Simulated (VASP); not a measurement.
A run of VASP 6.6.1:

The input INCAR:

```
PREC = Accurate
ENCUT = 520
EDIFF = 1E-6
ISMEAR = 0
SIGMA = 0.15
LREAL = False
LASPH = True
NELM = 80
ALGO = Fast
ISIF = 2
LWAVE = False
LCHARG = True
LELF = True
LVHAR = True
NBANDS = 14
```

KPOINTS

```
regular mesh
0
Gamma
  22 22 22
```

POSCAR

```
Rh
1.0
    0.0000000000      2.2431294633      1.5246550962
    2.2431294633      0.0000000000      1.5246550962
    2.2431294633      2.2431294633      0.0000000000
Rh
1
Direct
    0.0000000000      0.0000000000      0.0000000000
```

Potentials or basis: VASP PAW LDA potentials, release 64 (Rh_pv).

Run with:

```bash
$ cat potpaw_LDA.64/Rh_pv/POTCAR > POTCAR
$ mpirun -np 1 vasp_std > vasp.out
```

Hardware: 1 thread of AMD EPYC 9R45 (Zen 5), with other jobs on the host.

Question: Estimate the wall time of this run.

Answer: Wall time 87 s on 1 thread of AMD EPYC 9R45 (Zen 5) (shared host), peak memory 0.22 GiB. Counts: scf iterations 12, k points 834.
